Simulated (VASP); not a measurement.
# CuO (P4_2/mmc) in VASP: further runs, part 2 of 2

VASP 6.6.1. Earlier steps stand in the parts before.

## 4. Single point, PBE

This run uses another cell than the first one, of 11.72 Å³/atom.

File INCAR:

```
PREC = Accurate ; ENCUT = 520
EDIFF = 1E-6 ; ISMEAR = -1
SIGMA = 0.05 ; LREAL = F
LASPH = T ; NELM = 60
ALGO = Normal ; ISIF = 2
LWAVE = F ; LCHARG = F
GGA = PE ; NBANDS = 25
```

File KPOINTS:

```
regular mesh
0
Gamma
  8 8 6
```

File POSCAR:

```
CuO
1.0
    3.3521935935      0.0000000000      0.0000000000
    0.0000000000      3.3521935935      0.0000000000
    0.0000000000      0.0000000000      4.1734888825
Cu O
2 2
Direct
    0.0000000000      0.5000000000      0.0000000000
    0.5000000000      0.0000000000      0.5000000000
    0.0000000000      0.0000000000      0.2500000000
    0.0000000000      0.0000000000      0.7500000000
```

Launch:

```
$ cat potpaw_PBE.64/Cu/POTCAR potpaw_PBE.64/O/POTCAR > POTCAR
$ mpirun -np 1 vasp_std > vasp.out
```

It took 84 s on 1 thread of Intel Xeon 8259CL, shared host; peak memory 0.2 GiB.

The run converged. Its results:

```
Free energy            : -18.2531 eV
Pressure               : 5.9 GPa
Band gap on the k mesh : zero (bands 17 and 18 overlap by 1.88 eV)
```

Stress tensor (GPa, compression positive):
```
-7.83  0.00  0.00
 0.00 -7.83  0.00
 0.00  0.00 33.42
```

Levels at points of the mesh, in eV from the Fermi level:
| k point | band 15 | band 16 | band 17 | band 18 | band 19 | band 20 |
| --- | --- | --- | --- | --- | --- | --- |
| (0.00, 0.00, 0.00) | -1.35 | 0.45 | 0.57 | 0.71 | 0.71 | 6.20 |
| (0.50, 0.00, 0.00) | -1.88 | -1.88 | 0.59 | 1.02 | 3.83 | 4.29 |
| (0.50, 0.50, 0.00) | -1.88 | -1.61 | -1.61 | 0.52 | 1.41 | 8.31 |
| (0.00, 0.00, 0.50) | -1.76 | -1.76 | -0.06 | -0.06 | 2.29 | 2.29 |
| (0.50, 0.00, 0.50) | -1.99 | -1.92 | -0.74 | 0.46 | 3.85 | 5.31 |
| (0.50, 0.50, 0.50) | -1.73 | -1.73 | -1.19 | -1.19 | 3.43 | 3.43 |

Caveat: the stress differs along the axes, from -8 to 33 GPa; semilocal functionals often make such compounds metallic where correlation or magnetic order opens a gap, which also shifts bond lengths. With open d or f shells a metallic result of PBE can be an artefact of self-interaction; +U or a hybrid may open a gap.

## 5. Single point, PBE

This run uses another cell than the first one, of 12.97 Å³/atom.

File INCAR:

```
SYSTEM = CuO
PREC = Accurate ; ENCUT = 520
EDIFF = 1E-6 ; ISMEAR = -1
SIGMA = 0.05 ; LREAL = .FALSE.
LASPH = .TRUE. ; NELM = 80
ALGO = Normal ; ISIF = 2
LWAVE = .FALSE. ; LCHARG = .TRUE.
GGA = PE ; LELF = .TRUE.
LVHAR = .TRUE. ; NBANDS = 25
```

File KPOINTS:

```
regular mesh
0
G
  8 8 6
  0 0 0
```

File POSCAR:

```
CuO
1.0
    3.4670831206      0.0000000000      0.0000000000
    0.0000000000      3.4670831206      0.0000000000
    0.0000000000      0.0000000000      4.3165266131
Cu O
2 2
Direct
    0.0000000000      0.5000000000      0.0000000000
    0.5000000000      0.0000000000      0.5000000000
    0.0000000000      0.0000000000      0.2500000000
    0.0000000000      0.0000000000      0.7500000000
```

Launch:

```
$ cat potpaw_PBE.64/Cu/POTCAR potpaw_PBE.64/O/POTCAR > POTCAR
$ mpirun -np 1 vasp_std > vasp.out
```

It took 90 s on 1 thread of Intel Xeon 8259CL, shared host; peak memory 0.2 GiB.

Results (log left out):

| Item | Value |
| --- | --- |
| Free energy | -18.2336 eV |
| Pressure | -6.3 GPa |
| Band gap on the k mesh | zero (bands 17 and 18 overlap by 1.73 eV) |

Stress tensor (GPa, compression positive):
```
-17.05   0.00   0.00
  0.00 -17.05   0.00
  0.00   0.00  15.17
```

Levels at points of the mesh, in eV from the Fermi level:
| k point | band 14 | band 15 | band 16 | band 17 | band 18 | band 19 | band 20 | band 21 |
| --- | --- | --- | --- | --- | --- | --- | --- | --- |
| (0.00, 0.00, 0.00) | -2.11 | -1.20 | 0.45 | 0.46 | 0.62 | 0.62 | 6.10 | 6.97 |
| (0.50, 0.00, 0.00) | -1.70 | -1.64 | -1.64 | 0.52 | 0.93 | 3.79 | 3.98 | 6.44 |
| (0.50, 0.50, 0.00) | -1.98 | -1.76 | -1.42 | -1.42 | 1.03 | 1.28 | 7.63 | 7.63 |
| (0.00, 0.00, 0.50) | -1.81 | -1.58 | -1.58 | -0.03 | -0.03 | 2.22 | 2.22 | 9.62 |
| (0.50, 0.00, 0.50) | -2.04 | -1.78 | -1.69 | -0.72 | 0.41 | 3.96 | 5.04 | 5.70 |
| (0.50, 0.50, 0.50) | -1.69 | -1.50 | -1.50 | -1.13 | -1.13 | 3.65 | 3.65 | 8.03 |

Caveat: the stress differs along the axes, from -17 to 15 GPa; semilocal functionals often make such compounds metallic where correlation or magnetic order opens a gap, which also shifts bond lengths.

## 6. Single point, LDA

This run uses another cell than the first one, of 10.28 Å³/atom.

File INCAR:

```
SYSTEM = CuO
PREC = Accurate
ENCUT = 520
EDIFF = 1E-6
ISMEAR = -1
SIGMA = 0.05
LREAL = .False.
LASPH = .True.
NELM = 100
ALGO = Normal
ISIF = 2
LWAVE = .False.
LCHARG = .True.
GGA = CA
LELF = .True.
LVHAR = .True.
NBANDS = 25
```

File KPOINTS:

```
Automatic mesh
0
Gamma
  6 6 5
  0 0 0
```

File POSCAR:

```
CuO
1.0
    2.8543986991      0.0000000000      0.0000000000
    0.0000000000      2.8543986991      0.0000000000
    0.0000000000      0.0000000000      5.0461133420
Cu O
2 2
Direct
    0.0000000000      0.5000000000      0.0000000000
    0.5000000000      0.0000000000      0.5000000000
    0.0000000000      0.0000000000      0.2500000000
    0.0000000000      0.0000000000      0.7500000000
```

Potentials or basis: VASP PAW LDA potentials, release 64 (Cu, O).

Launch:

```
$ cat potpaw_LDA.64/Cu/POTCAR potpaw_LDA.64/O/POTCAR > POTCAR
$ mpirun -np 1 vasp_std > vasp.out
```

Run time: 11 s. Hardware: 1 thread of Intel Xeon 6975P-C (Granite Rapids), shared host; peak memory 0.15 GiB.

The run converged. Its results:

| Item | Value |
| --- | --- |
| Free energy | -23.3336 eV |
| Pressure | 0.8 GPa |
| Band gap on the k mesh | zero (bands 17 and 18 overlap by 0.97 eV) |

Stress tensor (GPa, compression positive):
```
0.59 0.00 0.00
0.00 0.59 0.00
0.00 0.00 1.07
```

Levels at points of the mesh, in eV from the Fermi level:
| k point | band 13 | band 14 | band 15 | band 16 | band 17 | band 18 | band 19 | band 20 | band 21 | band 22 |
| --- | --- | --- | --- | --- | --- | --- | --- | --- | --- | --- |
| (0.00, 0.00, 0.00) | -2.66 | -2.63 | -2.52 | -2.11 | 0.72 | 0.72 | 1.65 | 6.14 | 7.57 | 13.48 |
| (0.50, 0.00, 0.00) | -2.46 | -2.08 | -1.73 | -1.63 | 0.24 | 0.48 | 3.41 | 6.09 | 6.80 | 11.15 |
| (0.50, 0.50, 0.00) | -2.56 | -2.56 | -1.68 | -1.29 | -1.29 | 1.22 | 1.76 | 7.12 | 10.14 | 10.14 |

Caveat: the k points lie up to 0.37 Å⁻¹ apart, too coarse for converged energies and pressures of a metal; semilocal functionals often make such compounds metallic where correlation or magnetic order opens a gap, which also shifts bond lengths.

## 7. Overview

```tsv
level	potentials or basis	U	cell	k mesh	gap on the mesh (eV)	pressure (GPa)
PBE+U	VASP PAW PBE potentials, release 64 (Cu, O)	Cu d U = 6.0 eV	a = 3.422, b = 3.422, c = 4.260 Å, 4 atoms	8 × 8 × 6	none	-3.5
PBE+U	VASP PAW PBE potentials, release 64 (Cu, O)	Cu d U = 8.0 eV	a = 3.422, b = 3.422, c = 4.260 Å, 4 atoms	8 × 8 × 6	none	-3.9
PBE	VASP PAW PBE potentials, release 64 (Cu, O)	-	a = 3.352, b = 3.352, c = 4.173 Å, 4 atoms	8 × 8 × 6	none	5.9
PBE	VASP PAW PBE potentials, release 64 (Cu, O)	-	a = 3.467, b = 3.467, c = 4.317 Å, 4 atoms	8 × 8 × 6	none	-6.3
LDA	VASP PAW LDA potentials, release 64 (Cu, O)	-	a = 2.854, b = 2.854, c = 5.046 Å, 4 atoms	6 × 6 × 5	none	0.8
```

Alike in all rows: task single point; no spin polarisation; cutoff (eV) 520; smearing fermi-dirac 0.05 eV.

Caveats: some runs use coarse meshes; semilocal functionals often make such compounds metallic where correlation or magnetic order opens a gap, which also shifts bond lengths (at least some runs); U without spin polarisation on a metal has little footing (at least some runs); the stress differs along the axes, from -14 to 17 GPa (at least some runs); the stress differs along the axes, from -13 to 14 GPa (at least some runs); the stress differs along the axes, from -8 to 33 GPa (at least some runs); the stress differs along the axes, from -17 to 15 GPa (at least some runs).

Absolute energies hang on the potentials; compare differences alone.
